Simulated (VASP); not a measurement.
# CdSe (P1) in VASP: single point with PBE

Aim: the single point of CdSe with PBE.

Everything below comes from runs of VASP 6.6.1. Logs are shortened: lines on timing, memory, paths and dates and some standing lists are left out, and cuts for length are marked.

## Step 1: The cell of the first run

The typed cell holds 4 atoms: a = 4.356 Å, b = 4.309 Å, c = 6.921 Å, α = 90.96°, β = 90.84°, γ = 118.28°.

## Step 2: Single point, PBE (atoms moved at random and the cell strained at random)

The input, INCAR:

```
  PREC = Accurate
  ENCUT = 500
  EDIFF = 1E-6
  ISMEAR = 0
  SIGMA = 0.02
  LREAL = False
  LASPH = True
  NELM = 120
  ALGO = Normal
  ISIF = 2
  LWAVE = False
  LCHARG = False
  GGA = PE
  NBANDS = 26
  GGA_COMPAT = False
```

The input, KPOINTS:

```
Automatic mesh
0
Gamma
  9 9 4
```

The input, POSCAR:

```
CdSe
1.0
    4.3548102631      0.0779747884     -0.0309921844
   -2.1098769839      3.7574048623     -0.0354292143
   -0.0505795920     -0.0959679360      6.9202141920
Cd Se
2 2
Direct
    0.6654120068      0.3291722744     -0.0052243699
    0.3354146060      0.6663067042      0.4984562094
    0.6688529787      0.3353749116      0.3771054282
    0.3303204085      0.6691461098      0.8796641578
```

Potentials or basis: VASP PAW PBE potentials, release 64 (Cd, Se).

Run with:

```bash
$ cat potpaw_PBE.64/Cd/POTCAR potpaw_PBE.64/Se/POTCAR > POTCAR
$ mpirun -np 1 vasp_std > vasp.out
```

OUTCAR:

```text
PREC = Accurate
   ENCUT = 500
   EDIFF = 1E-6
   ISMEAR = 0
   LREAL = False
   LASPH = True
   NELM = 120
   ISIF = 2
   GGA = PE

 ion  position               nearest neighbor table
   1  0.665  0.329  0.995-   4 2.61   4 2.63   3 2.65   4 2.69
   2  0.335  0.666  0.498-   3 2.61   4 2.64   3 2.67   3 2.70
   3  0.669  0.335  0.377-   2 2.61   1 2.65   2 2.67   2 2.70
   4  0.330  0.669  0.880-   1 2.61   1 2.63   2 2.64   1 2.69

  LATTYP: Found a triclinic cell.
 ALAT       =     4.4445780784
 B/A-ratio  =     0.9799847094
 C/A-ratio  =     1.5571926717
 COS(alpha) =     0.0146695167
 COS(beta)  =     0.0305993018
 COS(gamma) =     0.5205557568

  Lattice vectors:

 A1 = (   2.2449332792,   3.8353796507,  -0.0664213987)
 A2 = (   4.3548102631,   0.0779747884,  -0.0309921844)
 A3 = (   0.0505795920,   0.0959679360,  -6.9202141920)

Analysis of symmetry for initial positions (statically):
=====================================================================
 Subroutine PRICEL returns:
 Original cell was already a primitive cell.

 Routine SETGRP: Setting up the symmetry group for a
 triclinic supercell.

 Subroutine GETGRP returns: Found  1 space group operations
 (whereof  1 operations were pure point group operations)
 out of a pool of  2 trial point group operations.

The static configuration has the point symmetry C_1 .

Analysis of symmetry for dynamics (positions and initial velocities):
=====================================================================
 Subroutine PRICEL returns:
 Original cell was already a primitive cell.

 Routine SETGRP: Setting up the symmetry group for a
 triclinic supercell.

 Subroutine GETGRP returns: Found  1 space group operations
 (whereof  1 operations were pure point group operations)
 out of a pool of  2 trial point group operations.

The dynamic configuration has the point symmetry C_1 .

 Subroutine INISYM returns: Found  1 space group operations
 (whereof  1 operations are pure point group operations),
 and found     1 'primitive' translations

----------------------------------------------------------------------------------------

                                     Primitive cell

  volume of cell :     114.3456

  direct lattice vectors                    reciprocal lattice vectors
     4.354810263  0.077974788 -0.030992184     0.227368933  0.127705722  0.003432825
    -2.109876984  3.757404862 -0.035429214    -0.004693034  0.263540018  0.003620411
    -0.050579592 -0.095967936  6.920214192     0.000994245  0.001921168  0.144538107

  length of vectors
     4.355618557  4.309399890  6.921064413     0.260801011  0.263606663  0.144554294

  position of ions in fractional coordinates (direct lattice)
     0.665412007  0.329172274  0.994775630
     0.335414606  0.666306704  0.498456209
     0.668852979  0.335374912  0.377105428
     0.330320409  0.669146110  0.879664158

  ion indices of the primitive-cell ions
   primitive index   ion index
                 1           1
                 2           2
                 3           3
                 4           4

----------------------------------------------------------------------------------------

 KPOINTS: Automatic mesh

Automatic generation of k-mesh.
 Grid dimensions read from file:
 generate k-points for:    9    9    4

 Generating k-lattice:

  Cartesian coordinates                     Fractional coordinates (reciprocal lattice)
     0.025263215  0.014189525  0.000381425     0.111111111 -0.000000000  0.000000000
    -0.000521448  0.029282224  0.000402268    -0.000000000  0.111111111  0.000000000
     0.000248561  0.000480292  0.036134527     0.000000000  0.000000000  0.250000000

  Length of vectors
     0.028977890  0.029289629  0.036138573

  Shift w.r.t. Gamma in fractional coordinates (k-lattice)
     0.000000000  0.000000000  0.000000000

 Subroutine IBZKPT returns following result:
 ===========================================

 Found    163 irreducible k-points:

 Following reciprocal coordinates:
            Coordinates               Weight
  0.000000  0.000000  0.000000      1.000000
  0.111111 -0.000000  0.000000      2.000000
  0.222222 -0.000000  0.000000      2.000000
  0.333333 -0.000000  0.000000      2.000000
  0.444444 -0.000000  0.000000      2.000000
 -0.000000  0.111111  0.000000      2.000000
[... 16 lines left out ...]
 -0.111111  0.222222  0.000000      2.000000
 -0.000000  0.333333  0.000000      2.000000
 [... further k-points ...]
   k-points           NKPTS =    163   k-points in BZ     NKDIM =    163   number of bands    NBANDS=     26
   number of dos      NEDOS =    301   number of ions     NIONS =      4
   total plane-waves  NPLWV =  51200
   dimension x,y,z NGX =    32 NGY =   32 NGZ =   50
   dimension x,y,z NGXF=    64 NGYF=   64 NGZF=  100
   ions per type =               2   2
   NGX,Y,Z   is equivalent  to a cutoff of  12.21, 12.34, 12.01 a.u.
   NGXF,Y,Z  is equivalent  to a cutoff of  24.43, 24.69, 24.02 a.u.
 SYSTEM =  unknown system
   PREC   = accura    normal or accurate (medium, high low for compatibility)
   ISTART =      0    job   : 0-new  1-cont  2-samecut
   ICHARG =      2    charge: 1-file 2-atom 10-const
   ISPIN  =      1    spin polarized calculation?
   LNONCOLLINEAR =      F non collinear calculations
   LSORBIT =      F    spin-orbit coupling
   LASPH  =      T    aspherical Exc in radial PAW
   ENCUT  =  500.0 eV  36.75 Ry    6.06 a.u.   7.94  7.86 12.62*2*pi/ulx,y,z
   NELM   =    120;   NELMIN=  2; NELMDL= -5     # of ELM steps
   EDIFF  = 0.1E-05   stopping-criterion for ELM
   LREAL  =      F    real-space projection
   EDIFFG = 0.1E-04   stopping-criterion for IOM
   NSW    =      0    number of steps for IOM
   IBRION =     -1    ionic relax: 0-MD 1-quasi-New 2-CG
   NFREE  =      0    steps in history (QN), initial steepest desc. (CG)
   ISIF   =      2    stress and relaxation
   ISYM   =      2    0-nonsym 1-usesym 2-fastsym
   POTIM  = 0.5000    time-step for ionic-motion
   TEBEG  =    0.0;   TEEND  =   0.0 temperature during run
   PSTRESS=    0.0 pullay stress
   NELECT =      36.0000    total number of electrons
   NUPDOWN=      -1.0000    fix difference up-down
   EMIN   =  10.00;   EMAX   =-10.00  energy-range for DOS
   EFERMI =   0.00;   METHOD = LEGACY
   ISMEAR =     0;   SIGMA  =   0.02  broadening in eV -4-tet -1-fermi 0-gaus
   EFERMI_NEDOS =   21; number of points for ismear=-14 and -15
   IALGO  =     38    algorithm
   IMIX   =      4    mixing-type and parameters
     AMIX     =   0.40;   BMIX     =  1.00
     AMIX_MAG =   1.60;   BMIX_MAG =  1.00
  volume/ion in A,a.u.               =      28.59       192.91
  Fermi-wavevector in a.u.,A,eV,Ry     =   1.113702  2.104592 16.875753  1.240333
  Thomas-Fermi vector in A             =   2.250290
   LORBIT       =      0    0 simple, 1 ext, 2 COOP (PROOUT), +10 PAW based schemes
   GGA     = PE    functional components
   LHFCALC =     F    Hartree Fock is set to
   AEXX    =    0.0000 exact exchange contribution
   IVDW    =     0    specifies the selected vdW correction
   LEPSILON=     F    determine dielectric tensor
   LRPA    =     F    only Hartree local field effects (RPA)
 non-spin polarized calculation
 Gauss-broadening in eV      SIGMA  =   0.02
  energy-cutoff  :      500.00
  volume of cell :      114.35
 maximum number of plane-waves:      2921
   NGX = 15   NGY = 15   NGZ = 25

 number of electron      36.0000004 magnetization

 Free energy of the ion-electron system (eV)
  ---------------------------------------------------
  ext. energy  EPLUGINS =         0.00000000
  ---------------------------------------------------
  free energy    TOTEN  =       -10.92598886 eV

  energy without entropy =      -10.92598886  energy(sigma->0) =      -10.92598886

 E-fermi :   0.9679     XC(G=0):  -8.8056

 val. band max:        0.8613835971   @ k =   0.0000   0.0000   0.0000
 cond. band min:       1.4487653064   @ k =   0.0000   0.0000   0.0000
 fundamental gap:      0.5873817093
 Fermi energy:         0.9678794651

 k-point     1 :       0.0000    0.0000    0.0000
  band No.  band energies     occupation
      1     -11.6971      2.00000
      2     -11.3045      2.00000
      3      -7.0764      2.00000
      4      -7.0528      2.00000
      5      -7.0498      2.00000
      6      -6.9825      2.00000
[... 18 lines left out ...]
     25       7.8965      0.00000
     26       8.6735      0.00000

 k-point     2 :       0.1111   -0.0000    0.0000
  band No.  band energies     occupation
      1     -11.6626      2.00000
      2     -11.2898      2.00000
      3      -7.0659      2.00000
      4      -7.0444      2.00000
      5      -7.0198      2.00000
      6      -6.9659      2.00000
[... 18 lines left out ...]
     25       8.1231      0.00000
     26       8.4193      0.00000

 k-point     3 :       0.2222   -0.0000    0.0000
  band No.  band energies     occupation
      1     -11.5721      2.00000
      2     -11.2549      2.00000
      3      -7.0373      2.00000
      4      -7.0199      2.00000
      5      -6.9436      2.00000
      6      -6.9224      2.00000
[... 18 lines left out ...]
     25       8.0495      0.00000
     26       8.8567      0.00000

 k-point     4 :       0.3333   -0.0000    0.0000
  band No.  band energies     occupation
      1     -11.4605      2.00000
      2     -11.2219      2.00000
      3      -7.0088      2.00000
      4      -6.9966      2.00000
      5      -6.8764      2.00000
      6      -6.8705      2.00000
[... 18 lines left out ...]
     25       8.6600      0.00000
     26       8.9646      0.00000
[... 496 lines left out ...]
      1     -11.5621      2.00000
      2     -11.2489      2.00000
      3      -7.0211      2.00000
      4      -7.0045      2.00000
      5      -6.9559      2.00000
      6      -6.9199      2.00000
[... 18 lines left out ...]
     25       8.1158      0.00000
     26       8.6969      0.00000

 k-point    23 :      -0.1111    0.2222    0.0000
  band No.  band energies     occupation
      1     -11.5926      2.00000
      2     -11.2610      2.00000
      3      -7.0263      2.00000
      4      -7.0131      2.00000
      5      -6.9859      2.00000
      6      -6.9426      2.00000
[... 18 lines left out ...]
     25       8.2887      0.00000
     26       8.6568      0.00000

 k-point    24 :      -0.0000    0.3333    0.0000
  band No.  band energies     occupation
      1     -11.4513      2.00000
      2     -11.2192      2.00000
      3      -6.9952      2.00000
      4      -6.9779      2.00000
      5      -6.8831      2.00000
      6      -6.8730      2.00000
[... 18 lines left out ...]
     25       8.6729      0.00000
     26       9.0248      0.00000

 [... further k-points ...]
[... 5 lines left out ...]
  --------------------------------------------------------------------------------------
  -------------------------------------------------------------------------------------
  Total        1.3827124      1.2771504      2.2698867     -0.7384566      0.5159478      0.0940560
  in kB       19.3741572     17.8950536     31.8049816    -10.3470353      7.2293088      1.3178848
  external PRESSURE =      23.0247308 kB  Pullay stress =       0.0000000 kB

 VOLUME and BASIS-vectors are now :
 -----------------------------------------------------------------------------
  energy-cutoff  :      500.00
  volume of cell :      114.35
      direct lattice vectors                 reciprocal lattice vectors
     4.354810263  0.077974788 -0.030992184     0.227368933  0.127705722  0.003432825
    -2.109876984  3.757404862 -0.035429214    -0.004693034  0.263540018  0.003620411
    -0.050579592 -0.095967936  6.920214192     0.000994245  0.001921168  0.144538107

 POSITION                                       TOTAL-FORCE (eV/Angst)
 -----------------------------------------------------------------------------------
      2.15291      1.19325      6.85178         0.127076      0.195664      0.042942
      0.02963      2.48190      3.41542        -0.167607      0.172712     -0.081461
      2.18605      1.27610      2.57704         0.204010     -0.179365      0.063639
     -0.01783      2.45559      6.05352        -0.163479     -0.189011     -0.025120
 -----------------------------------------------------------------------------------
    total drift:                                0.000133     -0.000263      0.000554

  FREE ENERGIE OF THE ION-ELECTRON SYSTEM (eV)
  ---------------------------------------------------
  free  energy   TOTEN  =       -10.9259888645 eV

  energy  without entropy=      -10.9259888645  energy(sigma->0) =      -10.92598886
```

Wall time 15 min (1 thread of Intel Xeon 8259CL, shared host); peak memory 0.5 GiB.

What came out:

```yaml
Free_energy: -10.9260 eV
Pressure: 2.3 GPa
Largest_force: 0.279 eV/Å
Band_gap_on_the_k_mesh: 0.59 eV
```

Forces in eV/Å, atoms in the order of the input:
```
Cd   0.127  0.196  0.043
Cd  -0.168  0.173 -0.081
Se   0.204 -0.179  0.064
Se  -0.163 -0.189 -0.025
```

Stress tensor (GPa, compression positive):
```
 1.94 -1.03  0.13
-1.03  1.79  0.72
 0.13  0.72  3.18
```

Caveat: the cell differs from its parent crystal (atoms moved at random and the cell strained at random).
